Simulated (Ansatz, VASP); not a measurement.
AlN in VASP and in Ansatz

Contents of INCAR:

```
PREC = Accurate ; ENCUT = 520
EDIFF = 1E-6 ; ISMEAR = 0
SIGMA = 0.018000000000000002 ; LREAL = F
LASPH = T ; NELM = 60
ALGO = Normal ; ISIF = 2
LWAVE = F ; LCHARG = T
GGA = PE ; LELF = T
LVHAR = T ; NBANDS = 11
```

The input KPOINTS:

```
Automatic mesh
0
Gamma
  10 10 10
```

The input POSCAR:

```
AlN
1.0
    0.0000000000      2.1839935596      2.1839935596
    2.1839935596      0.0000000000      2.1839935596
    2.1839935596      2.1839935596      0.0000000000
Al N
1 1
Direct
    0.0000000000      0.0000000000      0.0000000000
    0.2500000000      0.2500000000      0.2500000000
```

File input.yaml:

```yaml
crystal:
  lattice:
    - [0.0, 2.1839935596, 2.1839935596]
    - [2.1839935596, 0.0, 2.1839935596]
    - [2.1839935596, 2.1839935596, 0.0]
  atoms:
    - { symbol: Al, position: [0.0, 0.0, 0.0] }
    - { symbol: "N", position: [0.25, 0.25, 0.25] }
kpoints:
  mp_grid: { grid: [10, 10, 10] }
scf:
  occupations: { method: gaussian, width: 0.018 }
hamiltonian:
  xc: pbe
  pseudopotentials: { kind: all_electron, lapw: { basis_error: 0.001 } }
output:
  forces: true
  stress: true
  eigenvalues: true
```

Alike in both runs: task single point; functional PBE; k mesh 10 × 10 × 10; occupations gaussian, width 0.018 eV; no spin polarisation.

```csv
,VASP,Ansatz
version,VASP 6.6.1,Ansatz 0.2.0
potentials or method,"VASP PAW PBE potentials, release 64 (Al, N), cutoff 520 eV","all-electron LAPW, scalar-relativistic"
```

|  | VASP | Ansatz | Ansatz less VASP |
| --- | --- | --- | --- |
| gap on the k mesh at the Fermi level (eV) | 3.32 | 3.32 | 0.000 |
| least direct gap on the mesh (eV) | 4.20 | 4.19 | -0.004 |
| pressure (GPa) | 4.6 | 4.8 | +0.17 |

Ansatz ran all-electron here, and VASP with PAW potentials.
